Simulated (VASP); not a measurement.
# CuI (Marshite) (I-4m2) in VASP: notebook, part 2 of 2

VASP 6.6.1. The steps go on from the part before.

### 4 Single point, LDA (in-plane strain +0.01)

The input, INCAR:

```
SYSTEM = CuI
  ALGO = Normal
  EDIFF = 1E-6
  ENCUT = 520
  ISIF = 2
  ISMEAR = 0
  LASPH = .TRUE.
  LCHARG = .FALSE.
  LREAL = .FALSE.
  LWAVE = .FALSE.
  NBANDS = 16
  NELM = 80
  PREC = Accurate
  SIGMA = 0.01
```

The input, KPOINTS:

```
k-points
0
G
  6 6 6
  0 0 0
```

The input, POSCAR:

```
CuI
1.0
    2.9602986192      2.9602986192      0.0000000000
   -2.9602986192      2.9602986192      0.0000000000
    0.0000000000      2.9602986192      2.9134027995
Cu I
1 1
Direct
    0.7500000000      0.2500000000      0.5000000000
    0.0000000000      0.0000000000      0.0000000000
```

Potentials or basis: VASP PAW LDA potentials, release 64 (Cu, I).

Started as:

```console
$ cat potpaw_LDA.64/Cu/POTCAR potpaw_LDA.64/I/POTCAR > POTCAR
$ mpirun -np 1 vasp_std > vasp.out
```

OUTCAR:

```text
SYSTEM = CuI
   EDIFF = 1E-6
   ENCUT = 520
   ISIF = 2
   ISMEAR = 0
   LASPH = .TRUE.
   LREAL = .FALSE.
   NELM = 80
   PREC = Accurate

 ion  position               nearest neighbor table
   1  0.750  0.250  0.500-   2 2.55   2 2.55   2 2.55   2 2.55
   2  0.000  0.000  0.000-   1 2.55   1 2.55   1 2.55   1 2.55

  LATTYP: Found a body centered tetragonal cell.
 ALAT       =     4.1864944559
 C/A-ratio  =     1.3918101792

  Lattice vectors:

 A1 = (   2.9602986192,   0.0000000000,  -2.9134027995)
 A2 = (  -2.9602986192,   0.0000000000,  -2.9134027995)
 A3 = (   0.0000000000,   2.9602986192,   2.9134027995)

Analysis of symmetry for initial positions (statically):
=====================================================================
 Subroutine PRICEL returns:
 Original cell was already a primitive cell.

 Routine SETGRP: Setting up the symmetry group for a
 body centered tetragonal supercell.

 Subroutine GETGRP returns: Found  8 space group operations
 (whereof  8 operations were pure point group operations)
 out of a pool of 16 trial point group operations.

The static configuration has the point symmetry D_2d.

Analysis of symmetry for dynamics (positions and initial velocities):
=====================================================================
 Subroutine PRICEL returns:
 Original cell was already a primitive cell.

 Routine SETGRP: Setting up the symmetry group for a
 body centered tetragonal supercell.

 Subroutine GETGRP returns: Found  8 space group operations
 (whereof  8 operations were pure point group operations)
 out of a pool of 16 trial point group operations.

The dynamic configuration has the point symmetry D_2d.

 Subroutine INISYM returns: Found  8 space group operations
 (whereof  8 operations are pure point group operations),
 and found     1 'primitive' translations

----------------------------------------------------------------------------------------

                                     Primitive cell

  volume of cell :      51.0624

  direct lattice vectors                    reciprocal lattice vectors
     2.960298619  2.960298619  0.000000000     0.168901879  0.168901879 -0.171620622
    -2.960298619  2.960298619  0.000000000    -0.168901879  0.168901879 -0.171620622
     0.000000000  2.960298619  2.913402800     0.000000000  0.000000000  0.343241244

  length of vectors
     4.186494456  4.186494456  4.153466478     0.294124680  0.294124680  0.343241244

  position of ions in fractional coordinates (direct lattice)
     0.750000000  0.250000000  0.500000000
     0.000000000  0.000000000  0.000000000

  ion indices of the primitive-cell ions
   primitive index   ion index
                 1           1
                 2           2

----------------------------------------------------------------------------------------

 KPOINTS: k-points

Automatic generation of k-mesh.
 Grid dimensions read from file:
 generate k-points for:    6    6    6

 Generating k-lattice:

  Cartesian coordinates                     Fractional coordinates (reciprocal lattice)
     0.028150313  0.028150313 -0.028603437     0.166666667  0.000000000  0.000000000
    -0.028150313  0.028150313 -0.028603437     0.000000000  0.166666667  0.000000000
     0.000000000  0.000000000  0.057206874     0.000000000  0.000000000  0.166666667

  Length of vectors
     0.049020780  0.049020780  0.057206874

  Shift w.r.t. Gamma in fractional coordinates (k-lattice)
     0.000000000  0.000000000  0.000000000

 Subroutine IBZKPT returns following result:
 ===========================================

 Found     30 irreducible k-points:

 Following reciprocal coordinates:
            Coordinates               Weight
  0.000000  0.000000  0.000000      1.000000
  0.166667  0.000000  0.000000      8.000000
  0.333333  0.000000 -0.000000      8.000000
  0.500000  0.000000 -0.000000      4.000000
  0.166667  0.166667  0.000000      8.000000
  0.333333  0.166667  0.000000     16.000000
[... 16 lines left out ...]
 -0.333333 -0.333333  0.166667      4.000000
 -0.166667 -0.333333  0.166667     16.000000
 [... further k-points ...]
   k-points           NKPTS =     30   k-points in BZ     NKDIM =     30   number of bands    NBANDS=     16
   number of dos      NEDOS =    301   number of ions     NIONS =      2
   total plane-waves  NPLWV =  32768
   dimension x,y,z NGX =    32 NGY =   32 NGZ =   32
   dimension x,y,z NGXF=    64 NGYF=   64 NGZF=   64
   ions per type =               1   1
   NGX,Y,Z   is equivalent  to a cutoff of  12.71, 12.71, 12.81 a.u.
   NGXF,Y,Z  is equivalent  to a cutoff of  25.41, 25.41, 25.62 a.u.
 SYSTEM =  CuI
   PREC   = accura    normal or accurate (medium, high low for compatibility)
   ISTART =      0    job   : 0-new  1-cont  2-samecut
   ICHARG =      2    charge: 1-file 2-atom 10-const
   ISPIN  =      1    spin polarized calculation?
   LNONCOLLINEAR =      F non collinear calculations
   LSORBIT =      F    spin-orbit coupling
   LASPH  =      T    aspherical Exc in radial PAW
   ENCUT  =  520.0 eV  38.22 Ry    6.18 a.u.   7.78  7.78  7.72*2*pi/ulx,y,z
   NELM   =     80;   NELMIN=  2; NELMDL= -5     # of ELM steps
   EDIFF  = 0.1E-05   stopping-criterion for ELM
   LREAL  =      F    real-space projection
   EDIFFG = 0.1E-04   stopping-criterion for IOM
   NSW    =      0    number of steps for IOM
   IBRION =     -1    ionic relax: 0-MD 1-quasi-New 2-CG
   NFREE  =      0    steps in history (QN), initial steepest desc. (CG)
   ISIF   =      2    stress and relaxation
   ISYM   =      2    0-nonsym 1-usesym 2-fastsym
   POTIM  = 0.5000    time-step for ionic-motion
   TEBEG  =    0.0;   TEEND  =   0.0 temperature during run
   PSTRESS=    0.0 pullay stress
   NELECT =      18.0000    total number of electrons
   NUPDOWN=      -1.0000    fix difference up-down
   EMIN   =  10.00;   EMAX   =-10.00  energy-range for DOS
   EFERMI =   0.00;   METHOD = LEGACY
   ISMEAR =     0;   SIGMA  =   0.01  broadening in eV -4-tet -1-fermi 0-gaus
   EFERMI_NEDOS =   21; number of points for ismear=-14 and -15
   IALGO  =     38    algorithm
   IMIX   =      4    mixing-type and parameters
     AMIX     =   0.40;   BMIX     =  1.00
     AMIX_MAG =   1.60;   BMIX_MAG =  1.00
  volume/ion in A,a.u.               =      25.53       172.29
  Fermi-wavevector in a.u.,A,eV,Ry     =   1.156463  2.185399 18.196528  1.337407
  Thomas-Fermi vector in A             =   2.293083
   LORBIT       =      0    0 simple, 1 ext, 2 COOP (PROOUT), +10 PAW based schemes
   GGA     = CA    functional components
   LHFCALC =     F    Hartree Fock is set to
   AEXX    =    0.0000 exact exchange contribution
   IVDW    =     0    specifies the selected vdW correction
   LEPSILON=     F    determine dielectric tensor
   LRPA    =     F    only Hartree local field effects (RPA)
 non-spin polarized calculation
 Gauss-broadening in eV      SIGMA  =   0.01
  energy-cutoff  :      520.00
  volume of cell :       51.06
 maximum number of plane-waves:      1395
   NGX = 15   NGY = 15   NGZ = 15

 number of electron      17.9999987 magnetization

 Free energy of the ion-electron system (eV)
  ---------------------------------------------------
  ext. energy  EPLUGINS =         0.00000000
  ---------------------------------------------------
  free energy    TOTEN  =        -6.99132502 eV

  energy without entropy =       -6.99132502  energy(sigma->0) =       -6.99132502

 E-fermi :   5.2380     XC(G=0):  -9.7014

 val. band max:        5.1936029519   @ k =   0.0000   0.0000   0.0000
 cond. band min:       6.4150557910   @ k =   0.0000   0.0000   0.0000
 fundamental gap:      1.2214528390
 Fermi energy:         5.2379877964

 k-point     1 :       0.0000    0.0000    0.0000
  band No.  band energies     occupation
      1      -9.3023      2.00000
      2       1.1105      2.00000
      3       1.1105      2.00000
      4       1.1284      2.00000
      5       2.8534      2.00000
      6       2.8698      2.00000
[... 8 lines left out ...]
     15      14.8825      0.00000
     16      15.1223      0.00000

 k-point     2 :       0.1667    0.0000    0.0000
  band No.  band energies     occupation
      1      -9.1485      2.00000
      2       0.6124      2.00000
      3       1.1238      2.00000
      4       1.1456      2.00000
      5       2.8438      2.00000
      6       2.8571      2.00000
[... 8 lines left out ...]
     15      14.0302      0.00000
     16      14.2661      0.00000
[... 387 lines left out ...]
      5       2.7958      2.00000
      6       2.8106      2.00000
[... 8 lines left out ...]
     15      17.2612      0.00000
     16      17.5759      0.00000

 k-point    24 :      -0.1667   -0.3333    0.1667
  band No.  band energies     occupation
      1      -8.4284      2.00000
      2      -0.4786      2.00000
      3       0.3166      2.00000
      4       1.0857      2.00000
      5       2.7492      2.00000
      6       2.8643      2.00000
[... 8 lines left out ...]
     15      16.6004      0.00000
     16      17.4747      0.00000

 [... further k-points ...]
[... 5 lines left out ...]
  --------------------------------------------------------------------------------------
  -------------------------------------------------------------------------------------
  Total       -0.2018961     -0.2018961     -0.0946080      0.0000000      0.0000000      0.0000000
  in kB       -6.3348596     -6.3348596     -2.9684984      0.0000000      0.0000000      0.0000000
  external PRESSURE =      -5.2127392 kB  Pullay stress =       0.0000000 kB

 VOLUME and BASIS-vectors are now :
 -----------------------------------------------------------------------------
  energy-cutoff  :      520.00
  volume of cell :       51.06
      direct lattice vectors                 reciprocal lattice vectors
     2.960298619  2.960298619  0.000000000     0.168901879  0.168901879 -0.171620622
    -2.960298619  2.960298619  0.000000000    -0.168901879  0.168901879 -0.171620622
     0.000000000  2.960298619  2.913402800     0.000000000  0.000000000  0.343241244

 POSITION                                       TOTAL-FORCE (eV/Angst)
 -----------------------------------------------------------------------------------
      1.48015      4.44045      1.45670         0.000000      0.000000      0.000000
      0.00000      0.00000      0.00000        -0.000000     -0.000000      0.000000
 -----------------------------------------------------------------------------------
    total drift:                                0.000000     -0.000000     -0.000000

  FREE ENERGIE OF THE ION-ELECTRON SYSTEM (eV)
  ---------------------------------------------------
  free  energy   TOTEN  =        -6.9913250223 eV

  energy  without entropy=       -6.9913250223  energy(sigma->0) =       -6.99132502
```

stdout:

```text
POSCAR found type information on POSCAR CuI
 POSCAR found :  2 types and       2 ions
 scaLAPACK will be used
 LDA part: xc-table for (Slater(with rela. corr.)+CA(PZ))
 , standard interpolation
 POSCAR, INCAR and KPOINTS ok, starting setup
 FFT: planning ... GRIDC
 FFT: planning ... GRID_SOFT
 FFT: planning ... GRID
 WAVECAR not read
 entering main loop
```

Wall time 16 s (1 thread of Intel Xeon Platinum 8488C (Sapphire Rapids), shared host); peak memory 0.16 GiB.

Results:

```
Free energy            : -6.9913 eV
Pressure               : -0.5 GPa
Band gap on the k mesh : 1.22 eV, direct
```

Stress tensor (GPa, compression positive):
```
-0.63  0.00  0.00
 0.00 -0.63  0.00
 0.00  0.00 -0.30
```

Levels at points of the mesh, in eV from the valence-band top:
| k point | band 7 | band 8 | band 9 | band 10 | band 11 | band 12 |
| --- | --- | --- | --- | --- | --- | --- |
| (0.00, 0.00, 0.00) | -0.03 | -0.03 | 0.00 | 1.22 | 4.74 | 4.74 |
| (0.50, 0.00, 0.00) | -2.25 | -0.91 | -0.87 | 2.12 | 5.25 | 5.38 |
| (0.50, 0.50, 0.00) | -2.23 | -1.91 | -1.88 | 2.45 | 2.81 | 9.60 |
| (0.00, 0.00, 0.50) | -2.24 | -1.90 | -1.90 | 2.37 | 2.69 | 9.74 |

Caveat: the cell differs from its parent crystal (in-plane strain +0.01); spin-orbit coupling is left out, which moves the levels of the heavy elements.

### 5 The runs side by side

```csv
cell,gap on the mesh (eV),pressure (GPa)
"a = 4.166, b = 4.166, c = 4.149 Å, angles 59.9, 59.9, 90.0°, 2 atoms",1.25,-0.1
"a = 4.186, b = 4.186, c = 4.138 Å, angles 59.6, 59.6, 90.0°, 2 atoms",1.24,-0.1
"a = 4.186, b = 4.186, c = 4.153 Å, angles 59.7, 59.7, 90.0°, 2 atoms",1.22,-0.5
```

Alike in all rows: task single point; level LDA; potentials or basis VASP PAW LDA potentials, release 64 (Cu, I); no spin polarisation; k mesh 6 × 6 × 6; cutoff (eV) 520; smearing gaussian 0.01 eV.

Caveats: spin-orbit coupling is left out, which moves the levels of the heavy elements.

Absolute energies hang on the potentials; compare differences alone.
